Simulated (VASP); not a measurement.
Set up this calculation in VASP 6.6.1, as the native input.

| Item | Value |
| --- | --- |
| Task | relaxation of shape and atoms at fixed volume |
| Functional | PBE |
| Potentials or basis | VASP PAW PBE potentials, release 64 (Si, C) |
| Cutoff | 600 eV |
| k mesh | 12 × 12 × 2 |
| Occupations | gaussian, width 0.02 eV |
| Spin | no spin polarisation |
| Dipole correction | no |
| Further INCAR settings | ALGO = Normal; EDIFF = 1e-07; IBRION = 2; EDIFFG = -0.01; NSW = 50; ISIF = 4 |

The structure of SiC lies in POSCAR:

```
SiC
1.0
    3.1946432671      0.0000000000      0.0000000000
   -1.5973216336      2.7666422253      0.0000000000
    0.0000000000      0.0000000000     15.6792285289
Si C
6 6
Direct
    0.0000000000      0.0000000000      0.1250544044
    0.0000000000      0.0000000000      0.6250544044
    0.3333333333      0.6666666667      0.2918084783
    0.6666666667      0.3333333333      0.7918084783
    0.3333333333      0.6666666667      0.9582892645
    0.6666666667      0.3333333333      0.4582892645
    0.0000000000      0.0000000000     -0.0003104560
    0.0000000000      0.0000000000      0.4996895440
    0.3333333333      0.6666666667      0.1668441462
    0.6666666667      0.3333333333      0.6668441462
    0.3333333333      0.6666666667      0.8333141626
    0.6666666667      0.3333333333      0.3333141626
```

The input as run:

INCAR

```
SYSTEM = SiC
PREC = Accurate ; ENCUT = 600
EDIFF = 1E-7 ; ISMEAR = 0
SIGMA = 0.02 ; LREAL = .FALSE.
LASPH = .TRUE. ; NELM = 80
ALGO = Normal ; ISIF = 4
LWAVE = .FALSE. ; LCHARG = .FALSE.
GGA = PE ; IBRION = 2
NSW = 50 ; EDIFFG = -0.01
```

KPOINTS

```
Automatic mesh
0
G
  12 12 2
  0 0 0
```

Potentials or basis: VASP PAW PBE potentials, release 64 (Si, C).

Launch:

```sh
$ cat potpaw_PBE.64/Si/POTCAR potpaw_PBE.64/C/POTCAR > POTCAR
$ mpirun -np 1 vasp_std > vasp.out
```

It gave:

- Energy gained by relaxing: 0.0 meV/atom
- Ionic steps: 2
- Pressure after relaxing: -16.9 GPa
- Largest force after relaxing: 0.009 eV/Å
- Band gap on the k mesh: 2.05 eV (least direct gap 3.12 eV)

Wall time 8 min on 1 thread of Intel(R) Xeon(R) Platinum 8259CL CPU @ 2.50GHz (Skylake/Cascade Lake), with other jobs on the host, peak memory 0.39 GiB.
